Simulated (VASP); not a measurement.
# TiC (Fm-3m) in VASP: single point with r2SCAN

Aim: the single point of TiC with r2SCAN.

All numbers are computed with VASP 6.6.1; they aren't measurements. Logs are shortened: lines on timing, memory, paths and dates and some standing lists are left out, and cuts for length are marked.

## 1. The cell of the first run

It takes space group Fm-3m (No. 225, cubic). The conventional cell has a = 4.328 Å, b = 4.328 Å, c = 4.328 Å, α = 90.00°, β = 90.00°, γ = 90.00°. Ti (site symmetry m-3m) has 6 C at 2.16 Å within 2.9 Å. Within 2.9 Å of C (site symmetry m-3m) lie 6 Ti at 2.16 Å.

## 2. Single point, r2SCAN

Input file POSCAR:

```
TiC
1.0
    0.0000000000      2.1638732385      2.1638732385
    2.1638732385      0.0000000000      2.1638732385
    2.1638732385      2.1638732385      0.0000000000
Ti C
1 1
Direct
    0.0000000000      0.0000000000      0.0000000000
    0.5000000000      0.5000000000      0.5000000000
```

Input file INCAR.step1:

```
SYSTEM = TiC
PREC = Accurate
ENCUT = 910
ISMEAR = 0
SIGMA = 0.1
LREAL = .FALSE.
LASPH = .TRUE.
NELM = 120
NBANDS = 15
GGA = PE
ALGO = Normal
EDIFF = 1E-5
LWAVE = .TRUE.
LCHARG = .FALSE.
GGA_COMPAT = .FALSE.
```

Input file INCAR.step2:

```
SYSTEM = TiC
PREC = Accurate
ENCUT = 910
EDIFF = 1E-6
ISMEAR = 0
SIGMA = 0.1
LREAL = .FALSE.
LASPH = .TRUE.
NELM = 120
ALGO = Normal
ISIF = 2
LWAVE = .FALSE.
LCHARG = .FALSE.
METAGGA = R2SCAN
LMIXTAU = .TRUE.
NBANDS = 15
ISTART = 1
GGA_COMPAT = .FALSE.
```

Input file KPOINTS:

```
Automatic mesh
0
G
  22 22 22
  0 0 0
```

Potentials or basis: VASP PAW PBE potentials, release 64 (Ti_sv, C_h).

On the command line:

```console
> cat potpaw_PBE.64/Ti_sv/POTCAR potpaw_PBE.64/C_h/POTCAR > POTCAR
> cp INCAR.step1 INCAR
> mpirun -np 1 vasp_std > vasp.out
> cp INCAR.step2 INCAR
> mpirun -np 1 vasp_std > vasp.out
```

OUTCAR:

```text
SYSTEM = TiC
   PREC = Accurate
   ENCUT = 910
   EDIFF = 1E-6
   ISMEAR = 0
   LREAL = .FALSE.
   LASPH = .TRUE.
   NELM = 120
   ISIF = 2
   METAGGA = R2SCAN
   ISTART = 1

 ion  position               nearest neighbor table
   1  0.000  0.000  0.000-   2 2.16   2 2.16   2 2.16   2 2.16   2 2.16   2 2.16
   2  0.500  0.500  0.500-   1 2.16   1 2.16   1 2.16   1 2.16   1 2.16   1 2.16

  LATTYP: Found a face centered cubic cell.
 ALAT       =     4.3277464770

  Lattice vectors:

 A1 = (   0.0000000000,   2.1638732385,   2.1638732385)
 A2 = (   2.1638732385,   0.0000000000,   2.1638732385)
 A3 = (   2.1638732385,   2.1638732385,   0.0000000000)

Analysis of symmetry for initial positions (statically):
=====================================================================
 Subroutine PRICEL returns:
 Original cell was already a primitive cell.

 Routine SETGRP: Setting up the symmetry group for a
 face centered cubic supercell.

 Subroutine GETGRP returns: Found 48 space group operations
 (whereof 48 operations were pure point group operations)
 out of a pool of 48 trial point group operations.

The static configuration has the point symmetry O_h .

Analysis of symmetry for dynamics (positions and initial velocities):
=====================================================================
 Subroutine PRICEL returns:
 Original cell was already a primitive cell.

 Routine SETGRP: Setting up the symmetry group for a
 face centered cubic supercell.

 Subroutine GETGRP returns: Found 48 space group operations
 (whereof 48 operations were pure point group operations)
 out of a pool of 48 trial point group operations.

The dynamic configuration has the point symmetry O_h .

 Subroutine INISYM returns: Found 48 space group operations
 (whereof 48 operations are pure point group operations),
 and found     1 'primitive' translations

----------------------------------------------------------------------------------------

                                     Primitive cell

  volume of cell :      20.2640

  direct lattice vectors                    reciprocal lattice vectors
     0.000000000  2.163873238  2.163873238    -0.231067140  0.231067140  0.231067140
     2.163873238  0.000000000  2.163873238     0.231067140 -0.231067140  0.231067140
     2.163873238  2.163873238  0.000000000     0.231067140  0.231067140 -0.231067140

  length of vectors
     3.060178881  3.060178881  3.060178881     0.400220026  0.400220026  0.400220026

[... 85 lines left out ...]
   NFREE  =      0    steps in history (QN), initial steepest desc. (CG)
   ISIF   =      2    stress and relaxation
   ISYM   =      2    0-nonsym 1-usesym 2-fastsym
   POTIM  = 0.5000    time-step for ionic-motion
   TEBEG  =    0.0;   TEEND  =   0.0 temperature during run
   PSTRESS=    0.0 pullay stress
   NELECT =      16.0000    total number of electrons
   NUPDOWN=      -1.0000    fix difference up-down
   EMIN   =  10.00;   EMAX   =-10.00  energy-range for DOS
   EFERMI =   0.00;   METHOD = LEGACY
   ISMEAR =     0;   SIGMA  =   0.10  broadening in eV -4-tet -1-fermi 0-gaus
   EFERMI_NEDOS =   21; number of points for ismear=-14 and -15
   IALGO  =     38    algorithm
   IMIX   =      4    mixing-type and parameters
     AMIX     =   0.40;   BMIX     =  1.00
     AMIX_MAG =   1.60;   BMIX_MAG =  1.00
  volume/ion in A,a.u.               =      10.13        68.37
  Fermi-wavevector in a.u.,A,eV,Ry     =   1.513119  2.859380 31.150924  2.289528
  Thomas-Fermi vector in A             =   2.622952
   LORBIT       =      0    0 simple, 1 ext, 2 COOP (PROOUT), +10 PAW based schemes
   METAGGA = R2SCAN    functional components
   LHFCALC =     F    Hartree Fock is set to
   AEXX    =    0.0000 exact exchange contribution
   IVDW    =     0    specifies the selected vdW correction
   LEPSILON=     F    determine dielectric tensor
   LRPA    =     F    only Hartree local field effects (RPA)
 non-spin polarized calculation
 Gauss-broadening in eV      SIGMA  =   0.10
  energy-cutoff  :      910.00
  volume of cell :       20.26
 maximum number of plane-waves:      1295
   NGX = 15   NGY = 15   NGZ = 15

 number of electron      15.9999999 magnetization

 Free energy of the ion-electron system (eV)
  ---------------------------------------------------
  ext. energy  EPLUGINS =         0.00000000
  ---------------------------------------------------
  free energy    TOTEN  =       -24.87968618 eV

  energy without entropy =      -24.87847589  energy(sigma->0) =      -24.87908104

 E-fermi :   9.8517     XC(G=0): -13.6068

 val. band max:        9.8316500940   @ k =   0.1364   0.0909   0.0000
 cond. band min:       9.8845381119   @ k =   0.4091   0.3636   0.0455
 fundamental gap:      0.0528880179
 Fermi energy:         9.8516674277

 k-point     1 :       0.0000    0.0000    0.0000
  band No.  band energies     occupation
      1     -49.1118      2.00000
      2     -24.0894      2.00000
      3     -24.0894      2.00000
      4     -24.0894      2.00000
      5      -3.3577      2.00000
      6      10.7241      0.00000
      7      10.7241      0.00000
      8      10.7241      0.00000
      9      11.5274      0.00000
     10      11.5274      0.00000
     11      11.5274      0.00000
     12      11.5811      0.00000
     13      11.5811      0.00000
     14      21.0923      0.00000
[... 401 lines left out ...]
      2     -24.5999      2.00000
      3     -24.1452      2.00000
      4     -24.1370      2.00000
      5       0.0796      2.00000
      6       3.8844      2.00000
      7       6.7451      2.00000
      8       6.7554      2.00000
      9      12.9501      0.00000
     10      12.9873      0.00000
     11      14.1883      0.00000
     12      18.0168      0.00000
     13      18.3730      0.00000
     14      18.9319      0.00000
     15      25.4263      0.00000

 [... further k-points ...]
[... 5 lines left out ...]
  --------------------------------------------------------------------------------------
  -------------------------------------------------------------------------------------
  Total        0.1043717      0.1043717      0.1043717      0.0000000      0.0000000     -0.0000000
  in kB        8.2521629      8.2521629      8.2521629      0.0000000      0.0000000     -0.0000000
  external PRESSURE =       8.2521629 kB  Pullay stress =       0.0000000 kB

 VOLUME and BASIS-vectors are now :
 -----------------------------------------------------------------------------
  energy-cutoff  :      910.00
  volume of cell :       20.26
      direct lattice vectors                 reciprocal lattice vectors
     0.000000000  2.163873238  2.163873238    -0.231067140  0.231067140  0.231067140
     2.163873238  0.000000000  2.163873238     0.231067140 -0.231067140  0.231067140
     2.163873238  2.163873238  0.000000000     0.231067140  0.231067140 -0.231067140

 POSITION                                       TOTAL-FORCE (eV/Angst)
 -----------------------------------------------------------------------------------
      0.00000      0.00000      0.00000         0.000000      0.000000      0.000000
      2.16387      2.16387      2.16387        -0.000000     -0.000000      0.000000
 -----------------------------------------------------------------------------------
    total drift:                               -0.000000      0.000000      0.000000

  FREE ENERGIE OF THE ION-ELECTRON SYSTEM (eV)
  ---------------------------------------------------
  free  energy   TOTEN  =       -24.8796861811 eV

  energy  without entropy=      -24.8784758942  energy(sigma->0) =      -24.87908104
```

OUTCAR.step1:

```text
SYSTEM = TiC
   PREC = Accurate
   ENCUT = 910
   ISMEAR = 0
   LREAL = .FALSE.
   LASPH = .TRUE.
[... 653 lines left out ...]
      0.00000      0.00000      0.00000         0.000000      0.000000      0.000000
      2.16387      2.16387      2.16387        -0.000000      0.000000     -0.000000
 -----------------------------------------------------------------------------------
    total drift:                               -0.000000      0.000000      0.000000

  FREE ENERGIE OF THE ION-ELECTRON SYSTEM (eV)
  ---------------------------------------------------
  free  energy   TOTEN  =       -18.7158979155 eV

  energy  without entropy=      -18.7145462440  energy(sigma->0) =      -18.71522208
```

Run time: 8.9 min. Hardware: 1 thread of Intel Xeon Platinum 8488C (Sapphire Rapids), shared host; peak memory 0.36 GiB.

Results:

| Item | Value |
| --- | --- |
| Free energy | -24.8797 eV |
| Pressure | 0.8 GPa |
| Band gap on the k mesh | zero (bands 8 and 9 overlap by 1.33 eV) |

Caveat: the cutoff is under 1.25 times the usual one of these potentials, so pressure, stress and relaxed cells hold a basis-set (Pulay) error; the PAW data sets were made with another functional, which shifts forces and pressure a little.
